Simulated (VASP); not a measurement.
Ca:

```
CELL_PARAMETERS angstrom
0.00000 2.73716 2.73716
2.73716 0.00000 2.73716
2.73716 2.73716 0.00000
ATOMIC_POSITIONS crystal
Ca 0.00000 0.00000 0.00000
```

Base run:

| Item | Value |
| --- | --- |
| Program | VASP 6.6.1 |
| Functional | r2SCAN |
| Potentials or basis | VASP PAW PBE potentials, release 64 (Ca_sv) |
| Cutoff | 520 eV |
| k mesh | 8 × 8 × 8 |
| Occupations | fermi-dirac, width 0.05 eV |
| Spin | no spin polarisation |

Its results: band gap on the k mesh zero (bands 5 and 6 overlap by 0.49 eV); pressure 1.0 GPa.

**Question.** The run is repeated on the same cell with these changes: functional from r2SCAN to LDA; potentials or basis from VASP PAW PBE potentials, release 64 (Ca_sv) to VASP PAW LDA potentials, release 64 (Ca_sv). What comes out?

**Answer.** Band gap on the k mesh zero (bands 5 and 6 overlap by 0.24 eV); pressure -1.3 GPa.

Caveats: the PAW data sets were made with another functional, which shifts forces and pressure a little (at least some runs).
